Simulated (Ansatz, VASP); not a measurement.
Two plane-wave programs on Hf3O8

Contents of INCAR:

```
PREC = Accurate
ENCUT = 520
EDIFF = 1E-7
ISMEAR = 0
SIGMA = 0.05
LREAL = False
LASPH = True
NELM = 60
ALGO = Normal
ISIF = 2
LWAVE = False
LCHARG = False
GGA = PE
NBANDS = 50
```

The input KPOINTS:

```
Automatic mesh
0
Gamma
  9 9 1
```

POSCAR

```
Hf3O8
1.0
    3.6045556755      0.0000000000      0.0000000000
   -1.8022778378      3.1216367844      0.0000000000
    0.0000000000      0.0000000000     15.3008758470
O Hf
8 3
Direct
    0.6666666667      0.3333333333      0.1633893396
    0.0000000000      0.0000000000      0.2595638140
    0.3333333333      0.6666666667      0.3557382884
    0.6666666667      0.3333333333      0.4519127628
    0.0000000000      0.0000000000      0.5480872372
    0.3333333333      0.6666666667      0.6442617116
    0.6666666667      0.3333333333      0.7404361860
    0.0000000000      0.0000000000      0.8366106604
    0.6666666667      0.3333333333      0.3076510512
    0.3333333333      0.6666666667      0.5000000000
    0.0000000000      0.0000000000      0.6923489488
```

Input for Ansatz:

```yaml
crystal:
  lattice:
    - [3.6045556755, 0.0, 0.0]
    - [-1.8022778378, 3.1216367844, 0.0]
    - [0.0, 0.0, 15.300875847]
  atoms:
    - { symbol: O, position: [0.6666666667, 0.3333333333, 0.1633893396] }
    - { symbol: O, position: [0.0, 0.0, 0.259563814] }
    - { symbol: Hf, position: [0.6666666667, 0.3333333333, 0.3076510512] }
    - { symbol: O, position: [0.3333333333, 0.6666666667, 0.3557382884] }
    - { symbol: O, position: [0.6666666667, 0.3333333333, 0.4519127628] }
    - { symbol: Hf, position: [0.3333333333, 0.6666666667, 0.5] }
    - { symbol: O, position: [0.0, 0.0, 0.5480872372] }
    - { symbol: O, position: [0.3333333333, 0.6666666667, 0.6442617116] }
    - { symbol: Hf, position: [0.0, 0.0, 0.6923489488] }
    - { symbol: O, position: [0.6666666667, 0.3333333333, 0.740436186] }
    - { symbol: O, position: [0.0, 0.0, 0.8366106604] }
basis:
  ecutwfc: 420
kpoints:
  mp_grid: { grid: [9, 9, 1] }
hamiltonian:
  xc: pbe
scf:
  occupations: { method: gaussian, width: 0.05 }
output:
  forces: true
  stress: true
  eigenvalues: true
```

Alike in both runs: task single point; functional PBE; k mesh 9 × 9 × 1; occupations gaussian, width 0.05 eV; no spin polarisation.

```csv
,VASP,Ansatz
version,VASP 6.6.1,Ansatz 0.2.0
potentials or method,"VASP PAW PBE potentials, release 64 (O, Hf_pv), cutoff 520 eV","scalar-relativistic, plane waves, PAW"
valence electrons in the cell,78,126
```

|  | VASP | Ansatz | Ansatz less VASP |
| --- | --- | --- | --- |
| gap on the k mesh at the Fermi level (eV) | none | none | - |
| rms of the force components (eV/Å) | 0.825 | 0.820 | -0.0053 |

A gap of «none» marks a metal or a gap that the smearing closes. VASP's potentials hold 78 valence electrons a cell and Ansatz's 126, so a difference there can come from the potentials and not from the codes.

Neither program's run includes spin-orbit coupling.
